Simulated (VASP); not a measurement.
# ZnS in VASP: notebook, part 2 of 2

VASP 6.6.1. The steps go on from the part before.

**3. Electric field gradients, PBE (equal xx and yy strain of +3 %)**

INCAR

```
  PREC = Accurate
  ENCUT = 520
  EDIFF = 1E-8
  ISMEAR = -1
  SIGMA = 0.01
  LREAL = False
  LASPH = True
  NELM = 80
  ALGO = Normal
  ISIF = 2
  LWAVE = False
  LCHARG = False
  GGA = PE
  LEFG = True
  NBANDS = 16
```

KPOINTS

```
Automatic mesh
0
Gamma
  8 8 8
```

POSCAR

```
ZnS
1.0
    0.0000000000      2.7857895000      2.7046500000
    2.7857895000      0.0000000000      2.7046500000
    2.7857895000      2.7857895000      0.0000000000
Zn S
1 1
Direct
    0.0000000000      0.0000000000      0.0000000000
    0.7500000000      0.7500000000      0.7500000000
```

Potentials or basis: VASP PAW PBE potentials, release 64 (Zn, S).

Run with:

```bash
$ cat potpaw_PBE.64/Zn/POTCAR potpaw_PBE.64/S/POTCAR > POTCAR
$ mpirun -np 1 vasp_std > vasp.out
```

OUTCAR:

```text
PREC = Accurate
   ENCUT = 520
   EDIFF = 1E-8
   ISMEAR = -1
   LREAL = False
   LASPH = True
   NELM = 80
   ISIF = 2
   GGA = PE

 ion  position               nearest neighbor table
   1  0.000  0.000  0.000-   2 2.39   2 2.39   2 2.39   2 2.39
   2  0.750  0.750  0.750-   1 2.39   1 2.39   1 2.39   1 2.39

  LATTYP: Found a body centered tetragonal cell.
 ALAT       =     3.9397012928
 C/A-ratio  =     1.3730228761

  Lattice vectors:

 A1 = (   0.0000000000,  -2.7857895000,  -2.7046500000)
 A2 = (   0.0000000000,   2.7857895000,  -2.7046500000)
 A3 = (   2.7857895000,   0.0000000000,   2.7046500000)

Analysis of symmetry for initial positions (statically):
=====================================================================
 Subroutine PRICEL returns:
 Original cell was already a primitive cell.

 Routine SETGRP: Setting up the symmetry group for a
 body centered tetragonal supercell.

 Subroutine GETGRP returns: Found  8 space group operations
 (whereof  8 operations were pure point group operations)
 out of a pool of 16 trial point group operations.

The static configuration has the point symmetry D_2d.

Analysis of symmetry for dynamics (positions and initial velocities):
=====================================================================
 Subroutine PRICEL returns:
 Original cell was already a primitive cell.

 Routine SETGRP: Setting up the symmetry group for a
 body centered tetragonal supercell.

 Subroutine GETGRP returns: Found  8 space group operations
 (whereof  8 operations were pure point group operations)
 out of a pool of 16 trial point group operations.

The dynamic configuration has the point symmetry D_2d.

 Subroutine INISYM returns: Found  8 space group operations
 (whereof  8 operations are pure point group operations),
 and found     1 'primitive' translations

----------------------------------------------------------------------------------------

                                     Primitive cell

  volume of cell :      41.9795

  direct lattice vectors                    reciprocal lattice vectors
     0.000000000  2.785789500  2.704650000    -0.179482333  0.179482333  0.184866803
     2.785789500  0.000000000  2.704650000     0.179482333 -0.179482333  0.184866803
     2.785789500  2.785789500  0.000000000     0.179482333  0.179482333 -0.184866803

  length of vectors
     3.882750927  3.882750927  3.939701293     0.314012024  0.314012024  0.314012024

  position of ions in fractional coordinates (direct lattice)
     0.000000000  0.000000000  0.000000000
     0.750000000  0.750000000  0.750000000

  ion indices of the primitive-cell ions
   primitive index   ion index
                 1           1
                 2           2

----------------------------------------------------------------------------------------

 KPOINTS: Automatic mesh

Automatic generation of k-mesh.
 Grid dimensions read from file:
 generate k-points for:    8    8    8
[... 65 lines left out ...]
   LREAL  =      F    real-space projection
   EDIFFG = 0.1E-06   stopping-criterion for IOM
   NSW    =      0    number of steps for IOM
   IBRION =     -1    ionic relax: 0-MD 1-quasi-New 2-CG
   NFREE  =      0    steps in history (QN), initial steepest desc. (CG)
   ISIF   =      2    stress and relaxation
   ISYM   =      2    0-nonsym 1-usesym 2-fastsym
   POTIM  = 0.5000    time-step for ionic-motion
   TEBEG  =    0.0;   TEEND  =   0.0 temperature during run
   PSTRESS=    0.0 pullay stress
   NELECT =      18.0000    total number of electrons
   NUPDOWN=      -1.0000    fix difference up-down
   EMIN   =  10.00;   EMAX   =-10.00  energy-range for DOS
   EFERMI =   0.00;   METHOD = LEGACY
   ISMEAR =    -1;   SIGMA  =   0.01  broadening in eV -4-tet -1-fermi 0-gaus
   EFERMI_NEDOS =   21; number of points for ismear=-14 and -15
   IALGO  =     38    algorithm
   IMIX   =      4    mixing-type and parameters
     AMIX     =   0.40;   BMIX     =  1.00
     AMIX_MAG =   1.60;   BMIX_MAG =  1.00
  volume/ion in A,a.u.               =      20.99       141.65
  Fermi-wavevector in a.u.,A,eV,Ry     =   1.234487  2.332842 20.734702  1.523958
  Thomas-Fermi vector in A             =   2.369175
   LORBIT       =      0    0 simple, 1 ext, 2 COOP (PROOUT), +10 PAW based schemes
   GGA     = PE    functional components
   LHFCALC =     F    Hartree Fock is set to
   AEXX    =    0.0000 exact exchange contribution
   IVDW    =     0    specifies the selected vdW correction
   LEPSILON=     F    determine dielectric tensor
   LRPA    =     F    only Hartree local field effects (RPA)
 non-spin polarized calculation
  energy-cutoff  :      520.00
  volume of cell :       41.98
 maximum number of plane-waves:      1158
 NGX is ok and might be reduce to    30
   NGX = 15   NGY = 15   NGZ = 15

 number of electron      17.9999996 magnetization

 Free energy of the ion-electron system (eV)
  ---------------------------------------------------
  ext. energy  EPLUGINS =         0.00000000
  ---------------------------------------------------
  free energy    TOTEN  =        -6.83730044 eV

  energy without entropy =       -6.83730044  energy(sigma->0) =       -6.83730044

 E-fermi :   1.8188     XC(G=0):  -9.3418

 val. band max:        1.6102868840   @ k =   0.0000   0.0000   0.0000
 cond. band min:       3.3924548429   @ k =   0.0000   0.0000   0.0000
 fundamental gap:      1.7821679589
 Fermi energy:         1.8188434726

 k-point     1 :       0.0000    0.0000    0.0000
  band No.  band energies     occupation
      1     -11.1767      2.00000
      2      -4.5686      2.00000
      3      -4.5686      2.00000
      4      -4.5530      2.00000
      5      -4.1399      2.00000
      6      -4.1345      2.00000
[... 433 lines left out ...]
      3      -4.4448      2.00000
      4      -4.3693      2.00000
      5      -4.1368      2.00000
      6      -4.1093      2.00000
[... 8 lines left out ...]
     15      14.0382      0.00000
     16      14.4783      0.00000

 [... further k-points ...]
[... 5 lines left out ...]
  --------------------------------------------------------------------------------------
  -------------------------------------------------------------------------------------
  Total       -0.7437564     -0.7437564     -0.4365861      0.0000000      0.0000000      0.0000000
  in kB      -28.3859644    -28.3859644    -16.6626034      0.0000000      0.0000000      0.0000000
  external PRESSURE =     -24.4781774 kB  Pullay stress =       0.0000000 kB

 VOLUME and BASIS-vectors are now :
 -----------------------------------------------------------------------------
  energy-cutoff  :      520.00
  volume of cell :       41.98
      direct lattice vectors                 reciprocal lattice vectors
     0.000000000  2.785789500  2.704650000    -0.179482333  0.179482333  0.184866803
     2.785789500  0.000000000  2.704650000     0.179482333 -0.179482333  0.184866803
     2.785789500  2.785789500  0.000000000     0.179482333  0.179482333 -0.184866803

 POSITION                                       TOTAL-FORCE (eV/Angst)
 -----------------------------------------------------------------------------------
      0.00000      0.00000      0.00000        -0.000000     -0.000000      0.000000
      4.17868      4.17868      4.05697         0.000000      0.000000     -0.000000
 -----------------------------------------------------------------------------------
    total drift:                               -0.000000     -0.000000      0.000000

  FREE ENERGIE OF THE ION-ELECTRON SYSTEM (eV)
  ---------------------------------------------------
  free  energy   TOTEN  =        -6.8373004373 eV

  energy  without entropy=       -6.8373004373  energy(sigma->0) =       -6.83730044

 Electric field gradients (V/A^2)
---------------------------------------------------------------------
 ion       V_xx      V_yy      V_zz      V_xy      V_xz      V_yz
---------------------------------------------------------------------
   1      -2.474    -2.474     4.947     0.003     0.006     0.006
   2       2.884     2.884    -5.768    -0.000    -0.000    -0.000
---------------------------------------------------------------------

 Electric field gradients after diagonalization (V/A^2)
 (convention: |V_zz| > |V_xx| > |V_yy|)
----------------------------------------------------------------------
 ion       V_xx      V_yy      V_zz     asymmetry (V_yy - V_xx)/ V_zz
----------------------------------------------------------------------
   1      -2.476    -2.471     4.947       0.001
   2       2.884     2.884    -5.768       0.000
----------------------------------------------------------------------

           NMR quadrupolar parameters

 Cq : quadrupolar parameter    Cq=e*Q*V_zz/h
 eta: asymmetry parameters     (V_yy - V_xx)/ V_zz
 Q  : nuclear electric quadrupole moment in mb (millibarn)
----------------------------------------------------------------------
 ion       Cq(MHz)       eta       Q (mb)
----------------------------------------------------------------------
   1       0.012       0.001       1.000
   2      -0.014       0.000       1.000
----------------------------------------------------------------------
```

OSZICAR:

```text
N       E                     dE             d eps       ncg     rms          rms(c)
DAV:   1     0.889072318095E+02    0.88907E+02   -0.89549E+03  1888   0.132E+03
DAV:   2    -0.131709468513E+01   -0.90224E+02   -0.84737E+02  2136   0.255E+02
DAV:   3    -0.720509626047E+01   -0.58880E+01   -0.58646E+01  2424   0.641E+01
DAV:   4    -0.726632539736E+01   -0.61229E-01   -0.61218E-01  2336   0.679E+00
DAV:   5    -0.726710362802E+01   -0.77823E-03   -0.77822E-03  2408   0.718E-01    0.614E+00
DAV:   6    -0.685583188097E+01    0.41127E+00   -0.74022E-01  2840   0.290E+01    0.485E+00
DAV:   7    -0.683755979269E+01    0.18272E-01   -0.23147E-01  2184   0.422E+00    0.251E+00
DAV:   8    -0.683681870832E+01    0.74108E-03   -0.47652E-03  2424   0.694E-01    0.639E-01
DAV:   9    -0.683712533187E+01   -0.30662E-03   -0.11311E-03  2240   0.273E-01    0.108E-01
DAV:  10    -0.683730179851E+01   -0.17647E-03   -0.19169E-04  2376   0.157E-01    0.555E-02
DAV:  11    -0.683729897456E+01    0.28239E-05   -0.40116E-05  2216   0.109E-01    0.584E-03
DAV:  12    -0.683730031659E+01   -0.13420E-05   -0.38944E-06  2568   0.220E-02    0.414E-03
DAV:  13    -0.683730042950E+01   -0.11291E-06   -0.67858E-07  2432   0.948E-03    0.144E-03
DAV:  14    -0.683730040623E+01    0.23272E-07   -0.98125E-08  2552   0.256E-03    0.856E-04
DAV:  15    -0.683730043143E+01   -0.25196E-07   -0.62926E-09  1856   0.131E-03    0.119E-04
DAV:  16    -0.683730043734E+01   -0.59147E-08   -0.13069E-09  1280   0.336E-04
   1 F= -.68373004E+01 E0= -.68373004E+01  d E =-.748070E-12
```

stdout:

```text
POSCAR found type information on POSCAR ZnS
 POSCAR found :  2 types and       2 ions
 scaLAPACK will be used
 LDA part: xc-table for (Slater+PW92), standard interpolation
 POSCAR, INCAR and KPOINTS ok, starting setup
 FFT: planning ... GRIDC
 FFT: planning ... GRID_SOFT
 FFT: planning ... GRID
 WAVECAR not read
 entering main loop
ion   1

ion   2
```

Run time: 55 s. Hardware: 1 thread of Intel Xeon 8259CL, shared host; peak memory 0.19 GiB.

Results:

```yaml
Free_energy: -6.8373 eV
Pressure: -2.4 GPa
Band_gap_on_the_k_mesh: 1.78 eV
Largest_electric_field_gradient_by_atom: Zn +4.9; S -5.8 V/Å²
```

Stress tensor (GPa, compression positive):
```
-2.84  0.00  0.00
 0.00 -2.84  0.00
 0.00  0.00 -1.67
```

Levels at points of the mesh, in eV from the valence-band top:
```
           k point  band 6  band 7  band 8  band 9  band 10  band 11  band 12  band 13
(0.00, 0.00, 0.00)   -5.74   -0.09   -0.09    0.00     1.78     6.37     6.38     6.38
(0.50, 0.00, 0.00)   -5.57   -4.95   -0.91   -0.77     3.11     6.77     7.03     8.57
(0.50, 0.50, 0.00)   -5.53   -4.27   -2.16   -2.16     3.40     3.82    10.70    11.45
(0.50, 0.00, 0.50)   -5.57   -4.43   -2.04   -1.99     3.53     4.09    10.39    11.36
```

Electric field gradients, principal values (V/Å²):
```tsv
atom	least	middle	greatest (by size)
1 Zn	-2.471	-2.476	4.947
2 S	2.884	2.884	-5.768
```

Caveat: the cell differs from its parent crystal (equal xx and yy strain of +3 %); without QUAD_EFG the Cq values of the log hold for a quadrupole moment of 1 mb, not for the nuclei.

**4. Electric field gradients, PBE (equal xy, yz and zx shear strains of -3 %)**

INCAR

```
SYSTEM = ZnS
PREC = Accurate
ENCUT = 520
EDIFF = 1E-8
ISMEAR = -1
SIGMA = 0.01
LREAL = .False.
LASPH = .True.
NELM = 60
ALGO = Normal
ISIF = 2
LWAVE = .False.
LCHARG = .False.
GGA = PE
LEFG = .True.
NBANDS = 16
```

KPOINTS

```
regular mesh
0
Gamma
  8 8 8
  0 0 0
```

POSCAR

```
ZnS
1.0
   -0.0811395000      2.6640802500      2.6640802500
    2.6640802500     -0.0811395000      2.6640802500
    2.6640802500      2.6640802500     -0.0811395000
Zn S
1 1
Direct
    0.0000000000      0.0000000000      0.0000000000
    0.7500000000      0.7500000000      0.7500000000
```

Potentials or basis: VASP PAW PBE potentials, release 64 (Zn, S).

Run with:

```bash
$ cat potpaw_PBE.64/Zn/POTCAR potpaw_PBE.64/S/POTCAR > POTCAR
$ mpirun -np 1 vasp_std > vasp.out
```

OUTCAR:

```text
SYSTEM = ZnS
   PREC = Accurate
   ENCUT = 520
   EDIFF = 1E-8
   ISMEAR = -1
   LREAL = .False.
   LASPH = .True.
   NELM = 60
   ISIF = 2
   GGA = PE

 ion  position               nearest neighbor table
   1  0.000  0.000  0.000-   2 2.27   2 2.37   2 2.37   2 2.37
   2  0.750  0.750  0.750-   1 2.27   1 2.37   1 2.37   1 2.37

  LATTYP: Found a trigonal (rhomboedric) cell.
 ALAT       =     3.7684520397
 COS(alpha) =     0.4693254694

  Lattice vectors:

[... 667 lines left out ...]

  FREE ENERGIE OF THE ION-ELECTRON SYSTEM (eV)
  ---------------------------------------------------
  free  energy   TOTEN  =        -6.8236515483 eV

  energy  without entropy=       -6.8236515483  energy(sigma->0) =       -6.82365155

 Electric field gradients (V/A^2)
---------------------------------------------------------------------
 ion       V_xx      V_yy      V_zz      V_xy      V_xz      V_yz
---------------------------------------------------------------------
   1      -0.000    -0.000    -0.000    -9.662    -9.662    -9.662
   2      -0.000    -0.000     0.000    -4.615    -4.615    -4.615
---------------------------------------------------------------------

 Electric field gradients after diagonalization (V/A^2)
 (convention: |V_zz| > |V_xx| > |V_yy|)
----------------------------------------------------------------------
 ion       V_xx      V_yy      V_zz     asymmetry (V_yy - V_xx)/ V_zz
----------------------------------------------------------------------
   1       9.662     9.662   -19.324       0.000
   2       4.615     4.615    -9.229       0.000
----------------------------------------------------------------------

           NMR quadrupolar parameters

 Cq : quadrupolar parameter    Cq=e*Q*V_zz/h
 eta: asymmetry parameters     (V_yy - V_xx)/ V_zz
 Q  : nuclear electric quadrupole moment in mb (millibarn)
----------------------------------------------------------------------
 ion       Cq(MHz)       eta       Q (mb)
----------------------------------------------------------------------
   1      -0.047       0.000       1.000
   2      -0.022       0.000       1.000
----------------------------------------------------------------------
```

Run time: 57 s. Hardware: 1 thread of Intel Xeon 8259CL, shared host; peak memory 0.18 GiB.

What came out:

* Free energy: -6.8237 eV
* Pressure: 1.8 GPa
* Largest force: 0.358 eV/Å
* Band gap on the k mesh: 1.99 eV
* Largest electric field gradient by atom: Zn -19.3; S -9.2 V/Å²

Forces in eV/Å, atoms in the order of the input:
```
Zn   0.207  0.207  0.207
S   -0.207 -0.207 -0.207
```

Levels at points of the mesh, in eV from the valence-band top:
```csv
k point,band 7,band 8,band 9,band 10,band 11,band 12
"(0.00, 0.00, 0.00)",-0.13,-0.13,0.00,1.99,6.10,6.10
"(0.50, 0.00, 0.00)",-5.34,-0.90,-0.87,3.31,6.70,7.14
"(0.50, 0.50, 0.00)",-4.64,-2.44,-2.14,3.27,4.05,10.73
"(0.50, 0.50, 0.50)",-5.37,-1.12,-1.12,2.95,6.64,6.64
```

Electric field gradients, principal values (V/Å²):
```csv
atom,least,middle,greatest (by size)
1 Zn,9.662,9.662,-19.324
2 S,4.615,4.615,-9.229
```

Caveat: the cell differs from its parent crystal (equal xy, yz and zx shear strains of -3 %); without QUAD_EFG the Cq values of the log hold for a quadrupole moment of 1 mb, not for the nuclei.

**5. The runs side by side**

| cell | gap on the mesh (eV) | pressure (GPa) |
| --- | --- | --- |
| a = 3.844, b = 3.844, c = 3.863 Å, angles 59.8, 59.8, 60.3°, 2 atoms | 1.99 | 0.1 |
| a = 3.883, b = 3.883, c = 3.940 Å, angles 59.5, 59.5, 61.0°, 2 atoms | 1.78 | -2.4 |
| a = 3.768 Å, angles 62.0°, 2 atoms | 1.99 | 1.8 |

Alike in all rows: task electric field gradients; level PBE; potentials or basis VASP PAW PBE potentials, release 64 (Zn, S); no spin polarisation; k mesh 8 × 8 × 8; cutoff (eV) 520; smearing fermi-dirac 0.01 eV.

Absolute energies hang on the potentials; compare differences alone.
